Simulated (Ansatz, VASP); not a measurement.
## Two plane-wave programs on Ir

The input INCAR:

```
PREC = Accurate ; ENCUT = 500
EDIFF = 1E-6 ; ISMEAR = 0
SIGMA = 0.1 ; LREAL = F
LASPH = T ; NELM = 120
ALGO = Normal ; ISIF = 2
LWAVE = F ; LCHARG = F
GGA = PE ; NBANDS = 10
GGA_COMPAT = F
```

File KPOINTS:

```
Automatic mesh
0
Gamma
  8 8 6
```

File POSCAR:

```
Ir
1.0
    2.4236774500      0.0000000000      0.0000000000
    0.0000000000      2.4236774500      0.0000000000
    0.0000000000      0.0000000000      2.7743020800
Ir
1
Direct
    0.5000000000      0.5000000000      0.0000000000
```

Input for Ansatz:

```yaml
crystal:
  lattice:
    - [2.42367745, 0.0, 0.0]
    - [0.0, 2.42367745, 0.0]
    - [0.0, 0.0, 2.77430208]
  atoms:
    - { symbol: Ir, position: [0.5, 0.5, 0.0] }
basis:
  ecutwfc: 420
kpoints:
  mp_grid: { grid: [8, 8, 6] }
hamiltonian:
  xc: pbe
scf:
  occupations: { method: gaussian, width: 0.1 }
  lower_state_search: "off"
output:
  forces: true
  stress: true
  eigenvalues: true
```

Alike in both runs: task single point; functional PBE; k mesh 8 × 8 × 6; occupations gaussian, width 0.1 eV; no spin polarisation.

|  | VASP | Ansatz |
| --- | --- | --- |
| version | VASP 6.6.1 | Ansatz 0.2.0 |
| potentials or method | VASP PAW PBE potentials, release 64 (Ir), cutoff 500 eV | scalar-relativistic, plane waves, PAW |
| valence electrons in the cell | 9 | 17 |

|  | VASP | Ansatz | Ansatz less VASP |
| --- | --- | --- | --- |
| gap on the k mesh at the Fermi level (eV) | none | none | - |
| pressure (GPa) | 21.3 | 21.2 | -0.10 |
| traceless stress, the component that is largest in VASP (GPa) | -34.34 | -34.16 | +0.184 |

A gap of «none» marks a metal or a gap that the smearing closes. VASP's potentials hold 9 valence electrons a cell and Ansatz's 17, so a difference there can come from the potentials and not from the codes.

The k mesh is coarse, so the values compare programs but aren't converged. Neither program's run includes spin-orbit coupling.
